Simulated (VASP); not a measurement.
# CuSi16 (a cell with a defect) in VASP: notebook

CuSi16 (a cell with a defect) is run at these levels: PBE; tasks: relaxation of the atoms.

Everything below comes from runs of VASP 6.6.1. Logs are shortened: lines on timing, memory, paths and dates and some standing lists are left out, and cuts for length are marked.

## 1. The cell of the first run

The cell holds a defect, 17 atoms: a = 7.679 Å, b = 7.679 Å, c = 7.679 Å, α = 60.00°, β = 60.00°, γ = 60.00°.

## 2. Relaxation of the atoms, PBE

Contents of INCAR:

```
  PREC = Accurate
  ENCUT = 520
  EDIFF = 1E-6
  ISMEAR = -1
  SIGMA = 0.02
  LREAL = Auto
  LASPH = True
  NELM = 80
  ALGO = Normal
  ISIF = 2
  LWAVE = False
  LCHARG = False
  GGA = PE
  IBRION = 2
  NSW = 80
  EDIFFG = -0.03
  NELECT = 74.0
```

Contents of KPOINTS:

```
Automatic mesh
0
Gamma
  2 2 2
```

Contents of POSCAR:

```
CuSi16
1.0
    0.0000000000      5.4300000000      5.4300000000
    5.4300000000      0.0000000000      5.4300000000
    5.4300000000      5.4300000000      0.0000000000
Si Cu
16 1
Direct
    0.0000000000      0.0000000000      0.0000000000
    0.1250000000      0.1250000000      0.1250000000
    0.0000000000      0.0000000000      0.5000000000
    0.1250000000      0.1250000000      0.6250000000
    0.0000000000      0.5000000000      0.0000000000
    0.1250000000      0.6250000000      0.1250000000
    0.0000000000      0.5000000000      0.5000000000
    0.1250000000      0.6250000000      0.6250000000
    0.5000000000      0.0000000000      0.0000000000
    0.6250000000      0.1250000000      0.1250000000
    0.5000000000      0.0000000000      0.5000000000
    0.6250000000      0.1250000000      0.6250000000
    0.5000000000      0.5000000000      0.0000000000
    0.6250000000      0.6250000000      0.1250000000
    0.5000000000      0.5000000000      0.5000000000
    0.6250000000      0.6250000000      0.6250000000
    0.3059664500      0.8183735700      0.3077302600
```

Potentials or basis: VASP PAW PBE potentials, release 64 (Si, Cu).

Started as:

```sh
$ cat potpaw_PBE.64/Si/POTCAR potpaw_PBE.64/Cu/POTCAR > POTCAR
$ mpirun -np 1 vasp_std > vasp.out
```

OUTCAR:

```text
PREC = Accurate
   ENCUT = 520
   EDIFF = 1E-6
   ISMEAR = -1
   LREAL = Auto
   LASPH = True
   NELM = 80
   ISIF = 2
   GGA = PE
   IBRION = 2
   NSW = 80
   EDIFFG = -0.03
   NELECT = 74.0

 ion  position               nearest neighbor table
   1  0.000  0.000  0.000-   2 2.35   4 2.35   6 2.35  10 2.35
   2  0.125  0.125  0.125-  17 2.20   3 2.35   5 2.35   9 2.35   1 2.35
   3  0.000  0.000  0.500-  17 2.23   4 2.35   8 2.35  12 2.35   2 2.35
   4  0.125  0.125  0.625-   1 2.35   3 2.35   7 2.35  11 2.35
   5  0.000  0.500  0.000-   2 2.35   6 2.35   8 2.35  14 2.35
   6  0.125  0.625  0.125-   1 2.35   5 2.35   7 2.35  13 2.35
   7  0.000  0.500  0.500-   4 2.35   6 2.35   8 2.35  16 2.35
   8  0.125  0.625  0.625-  17 2.27   5 2.35   7 2.35  15 2.35   3 2.35
   9  0.500  0.000  0.000-  17 2.24  10 2.35  12 2.35  14 2.35   2 2.35
  10  0.625  0.125  0.125-   1 2.35   9 2.35  11 2.35  13 2.35
  11  0.500  0.000  0.500-   4 2.35  10 2.35  12 2.35  16 2.35
  12  0.625  0.125  0.625-   3 2.35   9 2.35  11 2.35  15 2.35
  13  0.500  0.500  0.000-   6 2.35  10 2.35  14 2.35  16 2.35
  14  0.625  0.625  0.125-  17 2.28   9 2.35  13 2.35  15 2.35   5 2.35
  15  0.500  0.500  0.500-  17 2.31  12 2.35  14 2.35  16 2.35   8 2.35
  16  0.625  0.625  0.625-   7 2.35  11 2.35  13 2.35  15 2.35
  17  0.306  0.818  0.308-   2 2.20   3 2.23   9 2.24   8 2.27  14 2.28  15 2.31

  LATTYP: Found a face centered cubic cell.
 ALAT       =    10.8600000000

  Lattice vectors:

 A1 = (   0.0000000000,   5.4300000000,   5.4300000000)
 A2 = (   5.4300000000,   0.0000000000,   5.4300000000)
 A3 = (   5.4300000000,   5.4300000000,   0.0000000000)

Analysis of symmetry for initial positions (statically):
=====================================================================
 Subroutine PRICEL returns:
 Original cell was already a primitive cell.

 Routine SETGRP: Setting up the symmetry group for a
 face centered cubic supercell.

 Subroutine GETGRP returns: Found  1 space group operations
 (whereof  1 operations were pure point group operations)
 out of a pool of 48 trial point group operations.

The static configuration has the point symmetry C_1 .

Analysis of symmetry for dynamics (positions and initial velocities):
=====================================================================
 Subroutine PRICEL returns:
 Original cell was already a primitive cell.

 Routine SETGRP: Setting up the symmetry group for a
 face centered cubic supercell.

 Subroutine GETGRP returns: Found  1 space group operations
 (whereof  1 operations were pure point group operations)
 out of a pool of 48 trial point group operations.

The dynamic configuration has the point symmetry C_1 .

 Subroutine INISYM returns: Found  1 space group operations
 (whereof  1 operations are pure point group operations),
 and found     1 'primitive' translations

----------------------------------------------------------------------------------------

                                     Primitive cell

  volume of cell :     320.2060

  direct lattice vectors                    reciprocal lattice vectors
     0.000000000  5.430000000  5.430000000    -0.092081031  0.092081031  0.092081031
     5.430000000  0.000000000  5.430000000     0.092081031 -0.092081031  0.092081031
     5.430000000  5.430000000  0.000000000     0.092081031  0.092081031 -0.092081031

  length of vectors
     7.679179644  7.679179644  7.679179644     0.159489025  0.159489025  0.159489025

  position of ions in fractional coordinates (direct lattice)
     0.000000000  0.000000000  0.000000000
     0.125000000  0.125000000  0.125000000
     0.000000000  0.000000000  0.500000000
     0.125000000  0.125000000  0.625000000
     0.000000000  0.500000000  0.000000000
     0.125000000  0.625000000  0.125000000
[... 9 lines left out ...]
     0.625000000  0.625000000  0.625000000
     0.305966450  0.818373570  0.307730260

  ion indices of the primitive-cell ions
   primitive index   ion index
                 1           1
                 2           2
                 3           3
                 4           4
                 5           5
                 6           6
[... 9 lines left out ...]
                16          16
                17          17

----------------------------------------------------------------------------------------

 KPOINTS: Automatic mesh

Automatic generation of k-mesh.
 Grid dimensions read from file:
 generate k-points for:    2    2    2

 Generating k-lattice:

  Cartesian coordinates                     Fractional coordinates (reciprocal lattice)
    -0.046040516  0.046040516  0.046040516     0.500000000  0.000000000  0.000000000
     0.046040516 -0.046040516  0.046040516     0.000000000  0.500000000  0.000000000
     0.046040516  0.046040516 -0.046040516     0.000000000  0.000000000  0.500000000

  Length of vectors
     0.079744512  0.079744512  0.079744512

  Shift w.r.t. Gamma in fractional coordinates (k-lattice)
     0.000000000  0.000000000  0.000000000

 Subroutine IBZKPT returns following result:
 ===========================================

 Found      8 irreducible k-points:

 Following reciprocal coordinates:
            Coordinates               Weight
  0.000000  0.000000  0.000000      1.000000
  0.500000  0.000000  0.000000      1.000000
  0.000000  0.500000  0.000000      1.000000
  0.000000  0.000000  0.500000      1.000000
  0.500000  0.500000  0.500000      1.000000
  0.500000  0.500000  0.000000      1.000000
  0.000000  0.500000  0.500000      1.000000
  0.500000  0.000000  0.500000      1.000000
   k-points           NKPTS =      8   k-points in BZ     NKDIM =      8   number of bands    NBANDS=     46
   number of dos      NEDOS =    301   number of ions     NIONS =     17
   total plane-waves  NPLWV = 216000
   dimension x,y,z NGX =    60 NGY =   60 NGZ =   60
   dimension x,y,z NGXF=   120 NGYF=  120 NGZF=  120
   ions per type =              16   1
   NGX,Y,Z   is equivalent  to a cutoff of  12.99, 12.99, 12.99 a.u.
   NGXF,Y,Z  is equivalent  to a cutoff of  25.98, 25.98, 25.98 a.u.
 SYSTEM =  unknown system
   PREC   = accura    normal or accurate (medium, high low for compatibility)
   ISTART =      0    job   : 0-new  1-cont  2-samecut
   ICHARG =      2    charge: 1-file 2-atom 10-const
   ISPIN  =      1    spin polarized calculation?
   LNONCOLLINEAR =      F non collinear calculations
   LSORBIT =      F    spin-orbit coupling
   LASPH  =      T    aspherical Exc in radial PAW
   ENCUT  =  520.0 eV  38.22 Ry    6.18 a.u.  14.28 14.28 14.28*2*pi/ulx,y,z
   NELM   =     80;   NELMIN=  2; NELMDL= -5     # of ELM steps
   EDIFF  = 0.1E-05   stopping-criterion for ELM
   LREAL  =      T    real-space projection
   EDIFFG = -.3E-01   stopping-criterion for IOM
   NSW    =     80    number of steps for IOM
   IBRION =      2    ionic relax: 0-MD 1-quasi-New 2-CG
   NFREE  =      1    steps in history (QN), initial steepest desc. (CG)
   ISIF   =      2    stress and relaxation
   ISYM   =      2    0-nonsym 1-usesym 2-fastsym
   POTIM  = 0.5000    time-step for ionic-motion
   TEBEG  =    0.0;   TEEND  =   0.0 temperature during run
   PSTRESS=    0.0 pullay stress
   NELECT =      74.0000    total number of electrons
   NUPDOWN=      -1.0000    fix difference up-down
   EMIN   =  10.00;   EMAX   =-10.00  energy-range for DOS
   EFERMI =   0.00;   METHOD = LEGACY
   ISMEAR =    -1;   SIGMA  =   0.02  broadening in eV -4-tet -1-fermi 0-gaus
   EFERMI_NEDOS =   21; number of points for ismear=-14 and -15
   IALGO  =     38    algorithm
   IMIX   =      4    mixing-type and parameters
     AMIX     =   0.40;   BMIX     =  1.00
     AMIX_MAG =   1.60;   BMIX_MAG =  1.00
  volume/ion in A,a.u.               =      18.84       127.11
  Fermi-wavevector in a.u.,A,eV,Ry     =   1.004636  1.898488 13.732283  1.009294
  Thomas-Fermi vector in A             =   2.137265
   LORBIT       =      0    0 simple, 1 ext, 2 COOP (PROOUT), +10 PAW based schemes
   GGA     = PE    functional components
   LHFCALC =     F    Hartree Fock is set to
   AEXX    =    0.0000 exact exchange contribution
   IVDW    =     0    specifies the selected vdW correction
   LEPSILON=     F    determine dielectric tensor
   LRPA    =     F    only Hartree local field effects (RPA)
 conjugate gradient relaxation of ions
 non-spin polarized calculation
  energy-cutoff  :      520.00
  volume of cell :      320.21
 maximum number of plane-waves:      8646
 NGX is ok and might be reduce to    60
   NGX = 29   NGY = 29   NGZ = 29

--------------------------------------- Ionic step        1  -------------------------------------------

 number of electron      74.0000004 magnetization

 Free energy of the ion-electron system (eV)
  ---------------------------------------------------
  ext. energy  EPLUGINS =         0.00000000
  ---------------------------------------------------
  free energy    TOTEN  =       -93.54269166 eV

  energy without entropy =      -93.53432253  energy(sigma->0) =      -93.53850709

------------------------ aborting loop because EDIFF is reached ----------------------------------------

  FORCE on cell =-STRESS in cart. coord.  units (eV):
  Direction    XX          YY          ZZ          XY          YZ          ZX
  --------------------------------------------------------------------------------------
  -------------------------------------------------------------------------------------
  Total        2.3582135      2.4371304      2.3286234     -2.2481579     -2.2512162     -2.1810949
  in kB       11.7995168     12.1943841     11.6514601    -11.2488446    -11.2641470    -10.9132891
  external PRESSURE =      11.8817870 kB  Pullay stress =       0.0000000 kB
[... 134 lines left out ...]
  FREE ENERGIE OF THE ION-ELECTRON SYSTEM (eV)
  ---------------------------------------------------
  free  energy   TOTEN  =       -93.9925806134 eV

  energy  without entropy=      -93.9874292450  energy(sigma->0) =      -93.99000493

[... ionic steps 4 to 52 ...]

--------------------------------------- Ionic step       53  -------------------------------------------

 number of electron      73.9999999 magnetization

------------------------ aborting loop because EDIFF is reached ----------------------------------------

  FORCE on cell =-STRESS in cart. coord.  units (eV):
  Direction    XX          YY          ZZ          XY          YZ          ZX
  --------------------------------------------------------------------------------------
  -------------------------------------------------------------------------------------
  Total       -1.5157031     -1.9912095     -1.4178587      0.1614944      0.1035663     -0.7243960
  in kB       -7.5839463     -9.9631816     -7.0943734      0.8080506      0.5182028     -3.6245754
  external PRESSURE =      -8.2138338 kB  Pullay stress =       0.0000000 kB
[... 87 lines left out ...]
  energy  without entropy=      -94.2197232371  energy(sigma->0) =      -94.22071712

--------------------------------------- Ionic step       55  -------------------------------------------

 number of electron      74.0000000 magnetization

 Free energy of the ion-electron system (eV)
  ---------------------------------------------------
  ext. energy  EPLUGINS =         0.00000000
  ---------------------------------------------------
  free energy    TOTEN  =       -94.22201875 eV

  energy without entropy =      -94.22002987  energy(sigma->0) =      -94.22102431

 E-fermi :   6.4020     XC(G=0):  -9.6105

 val. band max:        6.3430918345   @ k =   0.0000   0.0000   0.0000
 cond. band min:       6.4608539451   @ k =   0.0000   0.0000   0.0000
 fundamental gap:      0.1177621106
 Fermi energy:         6.4019853714

 k-point     1 :       0.0000    0.0000    0.0000
  band No.  band energies     occupation
      1      -5.8941      2.00000
      2      -3.5305      2.00000
      3      -3.5098      2.00000
      4      -3.4887      2.00000
      5      -3.4677      2.00000
      6      -2.0052      2.00000
[... 425 lines left out ...]
  FREE ENERGIE OF THE ION-ELECTRON SYSTEM (eV)
  ---------------------------------------------------
  free  energy   TOTEN  =       -94.2220187479 eV

  energy  without entropy=      -94.2200298718  energy(sigma->0) =      -94.22102431

 reached required accuracy - stopping structural energy minimisation
```

Wall time 75 min (1 thread of Intel Xeon Platinum 8488C (Sapphire Rapids), shared host); peak memory 0.56 GiB.

What came out:

| Item | Value |
| --- | --- |
| Free energy | -94.2220 eV |
| Energy gained by relaxing | 40.0 meV/atom |
| Ionic steps | 55 |
| Largest force after relaxing | 0.027 eV/Å |

Forces on the atoms (eV/Å):
```
Si   0.003 -0.007  0.004
Si   0.002 -0.002  0.003
Si  -0.017  0.005  0.005
Si  -0.002  0.006  0.007
Si  -0.006  0.011 -0.004
Si   0.001  0.006 -0.005
Si  -0.015  0.013 -0.006
Si  -0.006 -0.003  0.000
Si   0.000 -0.002 -0.008
Si   0.002 -0.006 -0.002
Si   0.004  0.003  0.014
Si   0.017  0.014  0.013
Si  -0.007  0.007 -0.017
Si   0.007  0.000 -0.012
Si   0.002 -0.008  0.004
Si   0.006 -0.010  0.004
Cu   0.010 -0.025  0.001
```

Step by step:
```csv
step,energy change (eV),largest force (eV/Å),pressure (GPa)
1,0.0000,2.1408,1.19
3,-0.4499,0.6041,0.24
5,-0.5016,0.3636,0.18
7,-0.5315,0.2858,0.08
9,-0.5927,0.1730,-0.16
11,-0.6046,0.2702,-0.36
13,-0.6205,0.0797,-0.50
15,-0.6223,0.0923,-0.51
17,-0.6231,0.0428,-0.53
19,-0.6236,0.0831,-0.55
21,-0.6246,0.0957,-0.54
23,-0.6272,0.1312,-0.54
25,-0.6279,0.1314,-0.54
27,-0.6293,0.1319,-0.56
29,-0.6338,0.1271,-0.60
31,-0.6343,0.1207,-0.62
33,-0.6385,0.0966,-0.64
35,-0.6390,0.1326,-0.61
37,-0.6457,0.1581,-0.64
39,-0.6508,0.1867,-0.67
41,-0.6590,0.1511,-0.78
43,-0.6675,0.1129,-0.81
45,-0.6706,0.0867,-0.85
47,-0.6738,0.0604,-0.85
49,-0.6764,0.0548,-0.83
51,-0.6782,0.0367,-0.81
53,-0.6790,0.0315,-0.82
55,-0.6793,0.0273,-0.78
```

Final structure:
```cif
data_structure
_symmetry_space_group_name_H-M 'P 1'
_symmetry_Int_Tables_number 1
_cell_length_a 7.6792
_cell_length_b 7.6792
_cell_length_c 7.6792
_cell_angle_alpha 60.000
_cell_angle_beta 60.000
_cell_angle_gamma 60.000
_cell_volume 320.21
loop_
_atom_site_label
_atom_site_type_symbol
_atom_site_fract_x
_atom_site_fract_y
_atom_site_fract_z
_atom_site_occupancy
Si1 Si 0.99922 0.01343 0.99952 1
Si2 Si 0.11774 0.15059 0.11805 1
Si3 Si 0.99019 0.00752 0.50197 1
Si4 Si 0.12074 0.12401 0.62702 1
Si5 Si 0.01139 0.52172 0.01020 1
Si6 Si 0.13916 0.63717 0.13873 1
Si7 Si 0.99782 0.49825 0.51248 1
Si8 Si 0.12167 0.61833 0.64240 1
Si9 Si 0.50213 0.00739 0.99119 1
Si10 Si 0.62669 0.12371 0.12238 1
Si11 Si 0.49346 0.99366 0.49497 1
Si12 Si 0.61893 0.11423 0.62004 1
Si13 Si 0.51307 0.49795 0.99812 1
Si14 Si 0.64347 0.61809 0.12142 1
Si15 Si 0.50542 0.48793 0.50495 1
Si16 Si 0.62532 0.61971 0.62568 1
Cu1 Cu 0.27954 0.78468 0.27859 1
```

Caveat: the k points lie up to 0.50 Å⁻¹ apart; the cell carries a net charge on a neutralising background, which shifts energy and pressure; the cell is charged against a uniform background, so pressure and absolute levels hang on convention.

## 3. Relaxation of the atoms, PBE

Contents of INCAR:

```
SYSTEM = CuSi16
  ALGO = Normal
  EDIFF = 1E-6
  EDIFFG = -0.03
  ENCUT = 520
  GGA = PE
  IBRION = 2
  ISIF = 2
  ISMEAR = -1
  LASPH = .TRUE.
  LCHARG = .FALSE.
  LREAL = Auto
  LWAVE = .FALSE.
  NELECT = 74.0
  NELM = 100
  NSW = 80
  PREC = Accurate
  SIGMA = 0.02
```

Contents of KPOINTS:

```
k-points
0
G
  2 2 2
  0 0 0
```

Edit POSCAR of step 2 so:

```diff
@@ -24,2 +24,2 @@
     0.6250000000      0.6250000000      0.6250000000
-    0.3059664500      0.8183735700      0.3077302600
+    0.0609086000      0.8130226000      0.3160919000
```

Potentials or basis: VASP PAW PBE potentials, release 64 (Si, Cu).

Started as:

```sh
$ cat potpaw_PBE.64/Si/POTCAR potpaw_PBE.64/Cu/POTCAR > POTCAR
$ mpirun -np 1 vasp_std > vasp.out
```

It took 59 min on 1 thread of Oxide Virtual Turin-like, shared host; peak memory 0.53 GiB.

Results (log left out):

| Quantity | Value |
| --- | --- |
| Free energy | -94.1645 eV |
| Energy gained by relaxing | 35.6 meV/atom |
| Ionic steps | 16 |
| Largest force after relaxing | 0.020 eV/Å |

Forces on the atoms (eV/Å):
```
Si  -0.007 -0.001  0.001
Si   0.003 -0.003  0.000
Si  -0.001  0.005  0.006
Si  -0.003 -0.001  0.003
Si   0.000 -0.007 -0.005
Si  -0.004 -0.005 -0.002
Si  -0.007  0.002  0.002
Si   0.004 -0.001 -0.002
Si   0.000  0.000  0.001
Si  -0.003  0.002  0.004
Si   0.004 -0.003 -0.005
Si  -0.001  0.001  0.000
Si   0.000 -0.001 -0.002
Si   0.001  0.003  0.003
Si  -0.002  0.002  0.001
Si  -0.002  0.003  0.001
Cu   0.018  0.004 -0.007
```

The path:
```
step  energy change (eV)  largest force (eV/Å)  pressure (GPa)
   1              0.0000                1.8748            1.16
   2             -0.4385                0.5475            0.22
   3             -0.4385                0.5482            0.22
   4             -0.4800                0.3443            0.19
   5             -0.4895                0.3322            0.16
   6             -0.5106                0.1763            0.11
   7             -0.5213                0.2774            0.04
   8             -0.5367                0.2548            0.03
   9             -0.5725                0.1885           -0.13
  10             -0.5928                0.2757           -0.47
  11             -0.5944                0.2071           -0.42
  12             -0.6049                0.0397           -0.53
  13             -0.6049                0.0406           -0.53
  14             -0.6053                0.0330           -0.52
  15             -0.6053                0.0406           -0.53
  16             -0.6054                0.0198           -0.53
```

Final structure:
```
Si Cu
1.0
     0.00000    5.43000    5.43000
     5.43000    0.00000    5.43000
     5.43000    5.43000    0.00000
Si Cu
16 1
Direct
  0.00332 0.00715 0.98250
  0.12168 0.14241 0.11826
  0.00344 0.00710 0.50743
  0.16341 0.11227 0.61250
  0.96222 0.51252 0.01286
  0.12173 0.61790 0.11810
  0.00338 0.48231 0.50736
  0.12161 0.61806 0.64268
  0.49260 0.00980 0.99889
  0.63230 0.12629 0.11529
  0.53547 0.98816 0.48834
  0.63245 0.12625 0.62634
  0.49264 0.49881 0.99893
  0.59015 0.63663 0.13679
  0.49252 0.49878 0.50998
  0.63238 0.61511 0.62638
  0.05962 0.81346 0.31345
```

Levels at points of the mesh, in eV from the Fermi level:
```
           k point  band 35  band 36  band 37  band 38  band 39  band 40
(0.00, 0.00, 0.00)    -0.52    -0.11    -0.01     0.03     0.03     0.55
(0.50, 0.00, 0.00)    -0.93    -0.53    -0.52     0.56     0.98     1.46
(0.00, 0.50, 0.00)    -1.01    -0.93    -0.73     0.67     1.02     1.08
(0.00, 0.00, 0.50)    -1.01    -0.93    -0.73     0.67     1.02     1.08
(0.50, 0.50, 0.50)    -1.01    -0.93    -0.73     0.67     1.02     1.08
(0.50, 0.50, 0.00)    -1.49    -1.47    -1.17     0.72     0.80     1.87
(0.00, 0.50, 0.50)    -1.49    -1.47    -1.17     0.72     0.80     1.87
(0.50, 0.00, 0.50)    -1.49    -1.47    -1.17     0.72     0.80     1.87
```

Caveat: the k points lie up to 0.50 Å⁻¹ apart; the cell carries a net charge on a neutralising background, which shifts energy and pressure; the cell is charged against a uniform background, so pressure and absolute levels hang on convention.
